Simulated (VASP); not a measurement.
# CdS: relaxation of cell and atoms with revPBE+D3(BJ)

Crystal: CdS.

```
Cd S
1.0
     0.00000    2.75324    2.75324
     2.75324    0.00000    2.75324
     2.75324    2.75324    0.00000
Cd S
1 1
Direct
  0.00000 0.00000 0.00000
  0.50000 0.50000 0.50000
```

```yaml
Program: VASP 6.6.1
Task: relaxation of cell and atoms
Functional: revPBE
Dispersion: D3(BJ)
Potentials_or_basis: VASP PAW PBE potentials, release 64 (Cd_sv_GW, S)
Cutoff: 540 eV
k_mesh: 8 × 8 × 8
Occupations: fermi-dirac, width 0.05 eV
Spin: no spin polarisation
Dipole_correction: no
Second_run: valence_matched
Further_INCAR_settings: ALGO = Normal; EDIFF = 1e-07; IBRION = 2; EDIFFG = -0.01; NSW = 60; ISIF = 3
```

| Quantity | Value |
| --- | --- |
| Relaxed volume | 19.42 Å³/atom |
| Relaxed cell | a = 3.802 Å, b = 3.802 Å, c = 3.802 Å, α = 60.00°, β = 60.00°, γ = 60.00° |
| Space group after relaxing (to 0.05 Å) | Fm-3m (No. 225) |
| Energy gained by relaxing | 27.0 meV/atom |
| Ionic steps | 3 |
| Pressure after relaxing | 0.0 GPa |
| Band gap on the k mesh | 0.34 eV, indirect (least direct gap 2.14 eV) |
| Dispersion energy per atom | -0.784 eV |

The path:
| step | energy change (eV) | largest force (eV/Å) | pressure (GPa) | volume (Å³) |
| --- | --- | --- | --- | --- |
| 1 | 0.0000 | 0.0000 | -5.58 | 41.74 |
| 2 | -0.0398 | 0.0000 | 3.49 | 37.50 |
| 3 | -0.0539 | 0.0000 | 0.00 | 38.85 |

Final structure:
```cif
data_structure
_symmetry_space_group_name_H-M 'P 1'
_symmetry_Int_Tables_number 1
_cell_length_a 3.8015
_cell_length_b 3.8015
_cell_length_c 3.8015
_cell_angle_alpha 60.000
_cell_angle_beta 60.000
_cell_angle_gamma 60.000
_cell_volume 38.85
loop_
_atom_site_label
_atom_site_type_symbol
_atom_site_fract_x
_atom_site_fract_y
_atom_site_fract_z
_atom_site_occupancy
Cd1 Cd 0.00000 0.00000 0.00000 1
S1 S 0.50000 0.50000 0.50000 1
```

Levels at points of the mesh, in eV from the valence-band top:
```tsv
k point	band 9	band 10	band 11	band 12	band 13	band 14	band 15	band 16	band 17
(0.00, 0.00, 0.00)	-7.74	-7.74	-0.88	-0.88	-0.88	1.26	9.25	9.25	9.25
(0.50, 0.00, 0.00)	-7.50	-7.50	-5.06	0.00	0.00	3.53	5.92	5.92	7.36
(0.50, 0.50, 0.00)	-7.42	-6.63	-4.57	-2.35	-2.35	0.34	6.00	10.26	11.75
```

Run time: 93 s on 1 thread of Intel(R) Xeon(R) Platinum 8375C CPU @ 2.90GHz (Ice Lake), on a shared host, peak memory 0.21 GiB.

Caveat: the PAW data sets were made with another functional, which shifts forces and pressure a little. A k mesh can miss the band edges.
